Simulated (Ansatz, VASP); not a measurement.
## Si3N4 in VASP and in Ansatz

```xyz
14
Lattice="-3.1713 3.1713 3.1713 3.1713 -3.1713 3.1713 3.1713 3.1713 -3.1713" Properties=species:S:1:pos:R:3 pbc="T T T"
Si    2.3784    3.1713   -1.5856
Si   -1.5856    2.3784    3.1713
Si    0.7928    3.1713    1.5856
Si    1.5856    0.7928    3.1713
Si    3.1713   -1.5856    2.3784
Si    3.1713    1.5856    0.7928
N     1.7848    1.7848    1.7848
N     0.1992   -0.1992    2.9721
N     1.3865    4.5577   -1.3865
N     2.9721    0.1992   -0.1992
N    -1.3865    1.3865    4.5577
N     0.1992    0.1992    0.1992
N     4.5577   -1.3865    1.3865
N    -0.1992    2.9721    0.1992
```

Change from the starting cell: volume scaled by 0.94, ions relaxed.

Alike in both runs: task relaxation of the atoms; functional PBE; k mesh 6 × 6 × 6; occupations fermi-dirac, width 0.02 eV; no spin polarisation.

|  | VASP | Ansatz |
| --- | --- | --- |
| version | VASP 6.6.1 | Ansatz 0.2.0 |
| potentials or method | VASP PAW PBE potentials, release 64 (Si, N) | plane-wave PAW, scalar-relativistic |
| plane-wave cutoff (eV) | 520 | 420 |
| valence electrons in the cell | 64 | 64 |

|  | VASP | Ansatz | Ansatz less VASP |
| --- | --- | --- | --- |
| gap on the k mesh at the Fermi level, each at its own relaxed structure (eV) | 4.21 | 4.22 | +0.006 |

Ansatz's warnings: stress scf threshold loose.
